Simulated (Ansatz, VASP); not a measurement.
**CoO: VASP beside Ansatz**

The input INCAR:

```
SYSTEM = CoO
ALGO     = Normal         ! electronic algorithm
EDIFF    = 1E-8           ! SCF threshold, eV
ENCUT    = 520            ! plane-wave cutoff, eV
GGA      = PE             ! functional
ISIF     = 2              ! what is computed and relaxed
ISMEAR   = -1             ! smearing method
ISPIN    = 2              ! spin polarisation
LASPH    = .TRUE.         ! aspherical terms in the spheres
LCHARG   = .FALSE.        ! write CHGCAR
LEFG     = .TRUE.       
LMAXMIX  = 4              ! l up to which the mixer works
LORBIT   = 11             ! projections on sites
LREAL    = .FALSE.        ! projectors in reciprocal space
LWAVE    = .FALSE.        ! write WAVECAR
MAGMOM   = 2 0            ! initial moments
NBANDS   = 18             ! bands
NELM     = 150            ! most SCF steps
PREC     = Accurate       ! precision mode
SIGMA    = 0.05           ! smearing width, eV
```

The input KPOINTS:

```
k-points
0
G
  16 16 16
  0 0 0
```

File POSCAR:

```
CoO
1.0
    0.0000000000      2.1315000000      2.1315000000
    2.1315000000      0.0000000000      2.1315000000
    2.1315000000      2.1315000000      0.0000000000
Co O
1 1
Direct
    0.0000000000      0.0000000000      0.0000000000
    0.5000000000      0.5000000000      0.5000000000
```

Input for Ansatz:

```yaml
crystal:
  lattice:
    - [0.0, 2.1315, 2.1315]
    - [2.1315, 0.0, 2.1315]
    - [2.1315, 2.1315, 0.0]
  atoms:
    - { symbol: Co, position: [0.0, 0.0, 0.0], spin: 2.0 }
    - { symbol: O, position: [0.5, 0.5, 0.5] }
magnetization:
  spin_polarized: true
kpoints:
  mp_grid: { grid: [16, 16, 16] }
  band_path:
    path:
      - [0.0, 0.0, 0.0]
      - [0.5, 0.0, 0.5]
      - [0.625, 0.25, 0.625]
      - [0.375, 0.375, 0.75]
      - [0.0, 0.0, 0.0]
      - [0.5, 0.5, 0.5]
      - [0.5, 0.25, 0.75]
      - [0.5, 0.0, 0.5]
    npoints: 14
scf:
  occupations: { method: fermi_dirac, width: 0.05 }
hamiltonian:
  xc: pbe
  pseudopotentials: { kind: paw }
output:
  forces: true
  stress: true
  eigenvalues: true
  efg: { contact_densities: true }
  populations: true
  bader: true
  dos: { projected: true, de: 0.2, e_range: [-14, 8] }
  write_density: true
  write_potential: true
  elf: true
  volumetric_format: npy
```

Alike in both runs: task electric field gradients; functional PBE; k mesh 16 × 16 × 16; occupations fermi-dirac, width 0.05 eV; collinear spin.

```csv
,VASP,Ansatz
version,VASP 6.6.1,Ansatz 0.2.0
potentials or method,"VASP PAW PBE potentials, release 64 (Co, O)","PAW with Ansatz's default frozen-core files, scalar-relativistic"
plane-wave cutoff (eV),520,420
valence electrons in the cell,15,23
```

VASP gave:

- pressure (GPa): -2.3
- net moment per atom (μB): 1.45
- size of the moment on the site where the two differ most (μB): 2.56

Question: Which values does Ansatz return?

Answer: Pressure (GPa): -1.7; net moment per atom (μB): 1.47; size of the moment on the site where the two differ most (μB): 2.50.

Site moments also hang on the region over which each program counts them. With one functional, cell and mesh, what is left measures potentials, basis and numerics. VASP's potentials hold 15 valence electrons a cell and Ansatz's 23, so a difference there can come from the potentials and not from the codes.
